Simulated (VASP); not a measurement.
# Sb (R-3m) in VASP: a series of runs, part 3 of 3

VASP 6.6.1. The steps go on from the part before.

### Step 5. Single point, RPBE+D4

File INCAR:

```
  ALGO = Normal
  EDIFF = 1E-6
  ENCUT = 520
  GGA = RP
  ISIF = 2
  ISMEAR = -1
  IVDW = 13
  LASPH = True
  LCHARG = False
  LREAL = False
  LWAVE = False
  NBANDS = 12
  NELM = 80
  PREC = Accurate
  SIGMA = 0.05
```

File KPOINTS:

```
k-points
0
Gamma
  8 8 8
```

File POSCAR:

```
Sb
1.0
    2.1542000000      1.2437279499      3.7580000000
   -2.1542000000      1.2437279499      3.7580000000
    0.0000000000     -2.4874558998      3.7580000000
Sb
2
Direct
    0.7665100000      0.7665100000      0.7665100000
    0.2334900000      0.2334900000      0.2334900000
```

Potentials or basis: VASP PAW PBE potentials, release 64 (Sb).

On the command line:

```console
$ cat potpaw_PBE.64/Sb/POTCAR > POTCAR
$ mpirun -np 1 vasp_std > vasp.out
```

OUTCAR:

```text
EDIFF = 1E-6
   ENCUT = 520
   GGA = RP
   ISIF = 2
   ISMEAR = -1
   IVDW = 13
   LASPH = True
   LREAL = False
   NELM = 80
   PREC = Accurate

 ion  position               nearest neighbor table
   1  0.767  0.767  0.767-   2 2.91   2 2.91   2 2.91   2 3.35   2 3.35   2 3.35
   2  0.233  0.233  0.233-   1 2.91   1 2.91   1 2.91   1 3.35   1 3.35   1 3.35

  LATTYP: Found a trigonal (rhomboedric) cell.
 ALAT       =     4.5066618304
 COS(alpha) =     0.5430253624

  Lattice vectors:

[... 548 lines left out ...]

  DFT-D4 for vdW energy calculation

  Edisp (eV):   -1.87055

  FORCE on cell =-STRESS in cart. coord.  units (eV):
  Direction    XX          YY          ZZ          XY          YZ          ZX
  --------------------------------------------------------------------------------------
  -------------------------------------------------------------------------------------
  Total      -0.39594    -0.39594    -0.62634     0.00000     0.00000    -0.00000
  in kB     -10.50068   -10.50068   -16.61132     0.00000     0.00000    -0.00000
  external pressure =      -12.54 kB  Pullay stress =        0.00 kB

 VOLUME and BASIS-vectors are now :
 -----------------------------------------------------------------------------
  energy-cutoff  :      520.00
  volume of cell :       60.41
      direct lattice vectors                 reciprocal lattice vectors
     2.154200000  1.243727950  3.758000000     0.232104726  0.134005726  0.088699663
    -2.154200000  1.243727950  3.758000000    -0.232104726  0.134005726  0.088699663
     0.000000000 -2.487455900  3.758000000     0.000000000 -0.268011452  0.088699663

 POSITION                                       TOTAL-FORCE (eV/Angst)
 -----------------------------------------------------------------------------------
      0.00000      0.00000      8.64163         0.000000      0.000000     -0.261169
      0.00000      0.00000      2.63237         0.000000      0.000000      0.261169
 -----------------------------------------------------------------------------------
    total drift:                                0.000000     -0.000000     -0.000000

  FREE ENERGIE OF THE ION-ELECTRON SYSTEM (eV)
  ---------------------------------------------------
  free  energy   TOTEN  =        -9.3767310884 eV

  energy  without entropy=       -9.3737676500  energy(sigma->0) =       -9.37524937
```

stdout:

```text
POSCAR found type information on POSCAR Sb
 POSCAR found :  1 types and       2 ions
 scaLAPACK will be used
 -----------------------------------------------------------------------------
|                                                                             |
|                                                                             |
|     You enforced a specific xc type in the INCAR file but a different       |
|     I HOPE YOU KNOW WHAT YOU ARE DOING!                                     |
|                                                                             |
 -----------------------------------------------------------------------------

 LDA part: xc-table for (Slater+PW92), standard interpolation
 POSCAR, INCAR and KPOINTS ok, starting setup
 FFT: planning ... GRIDC
 FFT: planning ... GRID_SOFT
 FFT: planning ... GRID
 WAVECAR not read
 entering main loop
```

Wall time 22 s (1 thread of Intel Xeon 6975P-C (Granite Rapids), shared host); peak memory 0.21 GiB.

What came out:

```
Free energy                : -9.3767 eV
Pressure                   : -1.3 GPa
Largest force              : 0.261 eV/Å
Band gap on the k mesh     : zero (band 5 reaches 7.50 eV, above the bottom of band 6 at 7.21 eV)
Dispersion energy per atom : -0.935 eV
```

Forces in eV/Å, atoms in the order of the input:
```
Sb   0.000  0.000 -0.261
Sb   0.000  0.000  0.261
```

Stress tensor (GPa, compression positive):
```
-1.05  0.00  0.00
 0.00 -1.05  0.00
 0.00  0.00 -1.66
```

Levels at points of the mesh, in eV from the Fermi level:
```csv
k point,band 1,band 2,band 3,band 4,band 5,band 6,band 7,band 8,band 9,band 10
"(0.00, 0.00, 0.00)",-12.82,-4.86,-2.18,-1.92,-1.92,1.95,2.59,2.59,4.97,4.97
"(0.50, 0.00, 0.00)",-10.46,-9.72,-2.07,-1.94,-0.39,-0.29,0.11,0.40,7.50,8.08
"(0.50, 0.50, 0.00)",-10.45,-8.09,-5.53,-3.86,-3.78,1.43,4.85,5.44,6.87,8.54
"(0.50, 0.50, 0.50)",-11.29,-9.06,-1.44,-1.44,-0.56,0.03,0.03,1.05,6.93,8.50
```

Caveat: the PAW data sets were made with another functional, which shifts forces and pressure a little; spin-orbit coupling is left out, which moves the levels of the heavy elements; pairwise dispersion overbinds metals, which lowers pressure and volume.

### Step 6. Single point, PBE exchange alone

File INCAR:

```
PREC = Accurate
ENCUT = 520
EDIFF = 1E-7
ISMEAR = -1
SIGMA = 0.05
LREAL = False
LASPH = True
NELM = 80
ALGO = Normal
ISIF = 2
LWAVE = False
LCHARG = True
GGA = PE
ALDAC = 0.0
AGGAC = 0.0
LELF = True
LVHAR = True
NBANDS = 12
```

File KPOINTS:

```
Automatic mesh
0
Gamma
  8 8 8
```

POSCAR is that of step 5.

Potentials or basis: VASP PAW PBE potentials, release 64 (Sb).

On the command line:

```console
$ cat potpaw_PBE.64/Sb/POTCAR > POTCAR
$ mpirun -np 1 vasp_std > vasp.out
```

It took 24 s on 1 thread of Intel Xeon 6975P-C (Granite Rapids), shared host; peak memory 0.21 GiB.

Results (log left out):

- Free energy: -5.2193 eV
- Pressure: 12.6 GPa
- Largest force: 0.360 eV/Å
- Band gap on the k mesh: zero (band 5 reaches 8.96 eV, above the bottom of band 6 at 8.68 eV)

Forces in eV/Å, atoms in the order of the input:
```
Sb   0.000  0.000 -0.360
Sb   0.000  0.000  0.360
```

Stress tensor (GPa, compression positive):
```
12.85  0.00  0.00
 0.00 12.85  0.00
 0.00  0.00 12.12
```

Levels at points of the mesh, in eV from the Fermi level:
```csv
k point,band 2,band 3,band 4,band 5,band 6,band 7,band 8,band 9
"(0.00, 0.00, 0.00)",-5.00,-2.21,-1.95,-1.95,1.96,2.55,2.55,5.15
"(0.50, 0.00, 0.00)",-9.77,-2.07,-1.95,-0.41,-0.24,0.17,0.40,7.71
"(0.50, 0.50, 0.00)",-8.17,-5.49,-3.85,-3.77,1.64,4.75,5.40,6.74
"(0.50, 0.50, 0.50)",-9.10,-1.45,-1.45,-0.53,0.02,0.02,1.06,7.12
```

Caveat: spin-orbit coupling is left out, which moves the levels of the heavy elements.

### Step 7. The runs side by side

| task | level | cell | cutoff (eV) | smearing | gap on the mesh (eV) | pressure (GPa) | largest force (eV/Å) |
| --- | --- | --- | --- | --- | --- | --- | --- |
| single point | PBE | a = 4.507 Å, angles 57.1°, 2 atoms | 520 | gaussian 0.1 eV | none | 2.8 | 0.20 |
| single point | RPBE | a = 4.733 Å, angles 55.4°, 2 atoms | 520 | fermi-dirac 0.05 eV | none | 0.0 | 0.03 |
| relaxation of cell and atoms | RPBE | relaxed from a = 4.507 Å, angles 57.1°, 2 atoms | 600 | fermi-dirac 0.05 eV | none | 0.0 | - |
| single point | RPBE+D4 | a = 4.507 Å, angles 57.1°, 2 atoms | 520 | fermi-dirac 0.05 eV | none | -1.3 | 0.26 |
| single point | PBE exchange alone | a = 4.507 Å, angles 57.1°, 2 atoms | 520 | fermi-dirac 0.05 eV | none | 12.6 | 0.36 |

Alike in all rows: potentials or basis VASP PAW PBE potentials, release 64 (Sb); no spin polarisation; k mesh 8 × 8 × 8.

Every run on the cell as given and a fine mesh finds a metal. The pressure there spans -1.3 GPa (RPBE+D4) to 12.6 GPa (PBE exchange alone); a positive pressure means that this level wants a larger cell, a negative one a smaller.

Caveats: spin-orbit coupling is left out, which moves the levels of the heavy elements; the PAW data sets were made with another functional, which shifts forces and pressure a little (some runs); pairwise dispersion overbinds metals, which lowers pressure and volume (some runs).

Absolute energies hang on the potentials; compare differences alone.
